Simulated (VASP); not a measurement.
Wanted: the native input for a VASP 6.6.1 run.

| Property | Result |
| --- | --- |
| Task | density of states |
| Functional | PBE |
| Potentials or basis | VASP PAW PBE potentials, release 64 (Os) |
| Cutoff | 520 eV |
| k mesh | 17 × 17 × 17 |
| Occupations | fermi-dirac, width 0.08 eV |
| Spin | no spin polarisation |
| Dipole correction | no |
| k mesh for the DOS | 26 × 26 × 26 |
| Occupations for the DOS | tetrahedron |
| Further INCAR settings | ALGO = Normal; EDIFF = 1e-07 |

Os:

```
CELL_PARAMETERS angstrom
2.41351 0.00000 0.00000
0.00000 2.41351 0.00000
0.00000 0.00000 2.41351
ATOMIC_POSITIONS crystal
Os 0.00000 0.00000 0.00000
```

This cell differs from its parent crystal: volume scaled by 0.84.

One way to write it, as run:

POSCAR

```
Os
1.0
    2.4135121676      0.0000000000      0.0000000000
    0.0000000000      2.4135121676      0.0000000000
    0.0000000000      0.0000000000      2.4135121676
Os
1
Direct
    0.0000000000      0.0000000000      0.0000000000
```

INCAR.step1

```
SYSTEM = Os
PREC = Accurate ; ENCUT = 520
EDIFF = 1E-7 ; ISMEAR = -1
SIGMA = 0.08 ; LREAL = .FALSE.
LASPH = .TRUE. ; NELM = 80
ALGO = Normal ; ISIF = 2
LWAVE = .FALSE. ; LCHARG = .TRUE.
LMAXMIX = 4 ; GGA = PE
NBANDS = 10
```

KPOINTS.step1

```
regular mesh
0
G
  17 17 17
  0 0 0
```

INCAR.step2

```
SYSTEM = Os
PREC = Accurate ; ENCUT = 520
EDIFF = 1E-7 ; ISMEAR = -5
SIGMA = 0.08 ; LREAL = .FALSE.
LASPH = .TRUE. ; NELM = 80
ALGO = Normal ; ISIF = 2
LWAVE = .FALSE. ; LCHARG = .FALSE.
LMAXMIX = 4 ; GGA = PE
LORBIT = 11 ; NEDOS = 1001
ICHARG = 11
```

KPOINTS.step2

```
regular mesh
0
G
  26 26 26
  0 0 0
```

Potentials or basis: VASP PAW PBE potentials, release 64 (Os).

Run with:

```bash
$ cat potpaw_PBE.64/Os/POTCAR > POTCAR
$ cp INCAR.step1 INCAR
$ cp KPOINTS.step1 KPOINTS
$ mpirun -np 1 vasp_std > vasp.out
$ cp INCAR.step2 INCAR
$ cp KPOINTS.step2 KPOINTS
$ mpirun -np 1 vasp_std > vasp.out
```

Results of the run:

| Item | Value |
| --- | --- |
| Valence electrons inside the program's atomic spheres | Os 7.85 |

Caveat: spin-orbit coupling is left out, which moves the levels of the heavy elements.

Run time: 32 s on 1 thread of Intel(R) Xeon(R) Platinum 8488C (Sapphire Rapids), with other jobs on the host, peak memory 0.18 GiB.
